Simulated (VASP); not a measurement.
Input of a VASP 6.6.1 run:

INCAR

```
  PREC = Accurate
  ENCUT = 520
  EDIFF = 1E-6
  ISMEAR = -1
  SIGMA = 0.02
  LREAL = F
  LASPH = T
  NELM = 100
  ALGO = Normal
  ISIF = 2
  LWAVE = F
  LCHARG = T
  GGA = PE
  LELF = T
  LVHAR = T
  NBANDS = 63
```

The input KPOINTS:

```
Automatic mesh
0
Gamma
  8 4 6
```

File POSCAR:

```
ZrSn3O8
1.0
    3.5160839293      0.0000000000      0.0000000000
    0.0000000000      7.2359363215      0.0000000000
    0.0000000000      0.0000000000      5.3949401286
Sn O Zr
3 8 1
Direct
    0.5000000000      0.0000000000      0.4890556980
    0.0000000000      0.7488188756      0.0059806207
    0.0000000000      0.2511811244      0.0059806207
    0.5000000000      0.7524972364      0.3193830346
    0.0000000000      0.0000000000      0.1729768662
    0.0000000000      0.0000000000      0.6738913020
    0.5000000000      0.7429181160      0.8206092558
    0.5000000000      0.2475027636      0.3193830346
    0.0000000000      0.5000000000      0.1855730284
    0.0000000000      0.5000000000      0.6833098552
    0.5000000000      0.2570818840      0.8206092558
    0.5000000000      0.5000000000      0.5032474279
```

Potentials or basis: VASP PAW PBE potentials, release 64 (Sn_d, O, Zr_sv).

Command:

```bash
$ cat potpaw_PBE.64/Sn_d/POTCAR potpaw_PBE.64/O/POTCAR potpaw_PBE.64/Zr_sv/POTCAR > POTCAR
$ mpirun -np 1 vasp_std > vasp.out
```

Q: Predict the largest force.

A: 0.356 eV/Å.

Q: What does it give for the pressure?

A: 7.6 GPa.

Q: Estimate the band gap on the k mesh.

A: 1.81 eV (least direct gap 1.87 eV).

Stress tensor (GPa, compression positive):
```
8.04 0.00 0.00
0.00 7.82 0.00
0.00 0.00 7.05
```

Caveat: the cell stands under pressure; spin-orbit coupling is left out, which moves the levels of the heavy elements. A k mesh can miss the band edges.
